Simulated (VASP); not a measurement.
Here is a VASP 6.6.1 calculation.

File INCAR:

```
PREC = Accurate
ENCUT = 520
EDIFF = 1E-6
ISMEAR = 0
SIGMA = 0.05
LREAL = False
LASPH = True
NELM = 80
ALGO = Normal
ISIF = 2
LWAVE = False
LCHARG = False
GGA = PS
NBANDS = 15
```

KPOINTS

```
Automatic mesh
0
Gamma
  6 6 4
```

The input POSCAR:

```
MgI2
1.0
    4.1537001214      0.0000000000      0.0000000000
   -2.0768500607      3.5972098248      0.0000000000
    0.0000000000      0.0000000000      6.8620000000
Mg I
1 2
Direct
   -0.0208494927     -0.0416989854      0.0437190324
    0.3333333333      0.6666666667      0.7576300000
    0.6666666667      0.3333333333      0.2423700000
```

Potentials or basis: VASP PAW PBE potentials, release 64 (Mg, I).

The run is started by

```bash
$ cat potpaw_PBE.64/Mg/POTCAR potpaw_PBE.64/I/POTCAR > POTCAR
$ mpirun -np 1 vasp_std > vasp.out
```

**Question.** What does it give for the pressure?

**Answer.** 0.7 GPa.

**Question.** What does it give for the band gap on the k mesh?

**Answer.** 2.77 eV, indirect (least direct gap 2.79 eV).

Forces in eV/Å, atoms in the order of the input:
```
Mg   0.000  0.598 -1.698
I    0.000 -0.022  0.704
I    0.000 -0.575  0.995
```

Caveat: the cell differs from its parent crystal (atom 1 (Mg) moved by (-0.150, +0.300) A along y and z); the PAW data sets were made with another functional, which shifts forces and pressure a little; spin-orbit coupling is left out, which moves the levels of the heavy elements; this functional lacks dispersion, which binds the layers, so the pressure and a relaxed spacing across them are unreliable. A k mesh can miss the band edges.
